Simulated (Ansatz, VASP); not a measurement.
**One calculation of Si3N4, two programs**

Contents of INCAR:

```
PREC     = Accurate       # precision mode
ENCUT    = 520            # plane-wave cutoff, eV
EDIFF    = 1E-7           # SCF threshold, eV
ISMEAR   = 0              # smearing method
SIGMA    = 0.02           # smearing width, eV
LREAL    = F              # projectors in reciprocal space
LASPH    = T              # aspherical terms in the spheres
NELM     = 100            # most SCF steps
ALGO     = Normal         # electronic algorithm
ISIF     = 2              # what is computed and relaxed
LWAVE    = F              # write WAVECAR
LCHARG   = F              # write CHGCAR
GGA      = PS             # functional
IBRION   = 2              # ionic algorithm
NSW      = 50             # ionic steps
EDIFFG   = -0.01          # ionic threshold
```

KPOINTS

```
Automatic mesh
0
Gamma
  6 6 6
```

File POSCAR:

```
Si3N4
1.0
   -3.1949361920      3.1949361920      3.1949361920
    3.1949361920     -3.1949361920      3.1949361920
    3.1949361920      3.1949361920     -3.1949361920
Si N
6 8
Direct
    0.2500000000      0.1250000000      0.8750000000
    0.8750000000      0.2500000000      0.1250000000
    0.7500000000      0.3750000000      0.6250000000
    0.6250000000      0.7500000000      0.3750000000
    0.1250000000      0.8750000000      0.2500000000
    0.3750000000      0.6250000000      0.7500000000
    0.5616923873      0.5616923873      0.5616923873
    0.4383076127      0.5000000000      0.0000000000
    0.5000000000      0.0000000000      0.9383076127
    0.0000000000      0.4383076127      0.5000000000
    0.9383076127      0.5000000000      0.0000000000
    0.0616923873      0.0616923873      0.0616923873
    0.0000000000      0.9383076127      0.5000000000
    0.5000000000      0.0000000000      0.4383076127
```

Input for Ansatz:

```yaml
crystal:
  lattice:
    - [-3.194936192, 3.194936192, 3.194936192]
    - [3.194936192, -3.194936192, 3.194936192]
    - [3.194936192, 3.194936192, -3.194936192]
  atoms:
    - { symbol: Si, position: [0.25, 0.125, 0.875] }
    - { symbol: Si, position: [0.875, 0.25, 0.125] }
    - { symbol: Si, position: [0.75, 0.375, 0.625] }
    - { symbol: Si, position: [0.625, 0.75, 0.375] }
    - { symbol: Si, position: [0.125, 0.875, 0.25] }
    - { symbol: Si, position: [0.375, 0.625, 0.75] }
    - { symbol: "N", position: [0.5616923873, 0.5616923873, 0.5616923873] }
    - { symbol: "N", position: [0.4383076127, 0.5, 0.0] }
    - { symbol: "N", position: [0.5, 0.0, 0.9383076127] }
    - { symbol: "N", position: [0.0, 0.4383076127, 0.5] }
    - { symbol: "N", position: [0.9383076127, 0.5, 0.0] }
    - { symbol: "N", position: [0.0616923873, 0.0616923873, 0.0616923873] }
    - { symbol: "N", position: [0.0, 0.9383076127, 0.5] }
    - { symbol: "N", position: [0.5, 0.0, 0.4383076127] }
basis:
  ecutwfc: 420
kpoints:
  mp_grid: { grid: [6, 6, 6] }
hamiltonian:
  xc: pbesol
scf:
  occupations: { method: gaussian, width: 0.02 }
output:
  forces: true
  stress: true
  eigenvalues: true
relax:
  adjacent_minimum: "off"
  f_tol: 0.01
  max_steps: 30
```

Alike in both runs: task relaxation of the atoms; functional PBEsol; k mesh 6 × 6 × 6; occupations gaussian, width 0.02 eV; no spin polarisation.

|  | VASP | Ansatz |
| --- | --- | --- |
| version | VASP 6.6.1 | Ansatz 0.2.0 |
| potentials or method | VASP PAW PBE potentials, release 64 (Si, N), cutoff 520 eV | scalar-relativistic, plane waves, PAW |
| valence electrons in the cell | 64 | 64 |

```csv
,VASP,Ansatz,Ansatz less VASP
"gap on the k mesh at the Fermi level, each at its own relaxed structure (eV)",4.03,4.04,+0.011
```

VASP's potentials were made for PBE, not for PBEsol. Ansatz's warnings: stress scf threshold loose.
